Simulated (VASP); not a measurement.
Input of a VASP 6.6.1 run:

File INCAR:

```
PREC = Accurate ; ENCUT = 520
EDIFF = 1E-7 ; ISMEAR = 0
SIGMA = 0.1 ; LREAL = F
LASPH = T ; NELM = 100
ALGO = Normal ; ISIF = 2
LWAVE = F ; LCHARG = F
GGA = PE ; NBANDS = 42
```

Contents of KPOINTS:

```
regular mesh
0
Gamma
  4 4 2
```

File POSCAR:

```
LiCl
1.0
   -5.4075153906     -3.1283579102     -1.2602444827
    5.3905918682     -3.1137888054     -1.2246893104
    0.0242531711      0.0022551678      7.4484085622
Li Cl
6 6
Direct
    0.0002189151      0.6122537343      0.3995664360
   -0.0010232109      0.6117577588      0.8992510149
    0.6127317736      0.0013447666      0.4007245430
    0.6116774185      0.0006125212      0.9011040290
    0.3889440525      0.3895717044      0.0944796543
    0.3867741875      0.3872267635      0.5930373298
    0.6370676065      0.6365240978      0.4143408005
    0.6355224355      0.6351627148      0.9134171896
    0.3643274685      1.0000976309      0.0956258776
    0.3633831998      0.9988724982      0.5951499774
    0.0008516574      0.3636746537      0.0968054155
    0.9995244961      0.3629011560      0.5964977324
```

Potentials or basis: VASP PAW PBE potentials, release 64 (Li_sv, Cl).

Run with:

```console
$ cat potpaw_PBE.64/Li_sv/POTCAR potpaw_PBE.64/Cl/POTCAR > POTCAR
$ mpirun -np 1 vasp_std > vasp.out
```

**Question.** What does it give for the largest force?

**Answer.** 0.023 eV/Å.

**Question.** What does it give for the band gap on the k mesh?

**Answer.** 5.72 eV.

Forces in eV/Å, atoms in the order of the input:
```
Li   0.003  0.006 -0.006
Li   0.000 -0.008 -0.004
Li  -0.005  0.012 -0.006
Li  -0.013 -0.006 -0.018
Li   0.001  0.013 -0.011
Li   0.003  0.000 -0.005
Cl   0.000  0.002  0.009
Cl   0.000 -0.005  0.009
Cl   0.005  0.007  0.010
Cl  -0.001 -0.013  0.007
Cl   0.006  0.004  0.007
Cl   0.001 -0.012  0.007
```

Caveat: the k points lie up to 0.45 Å⁻¹ apart.
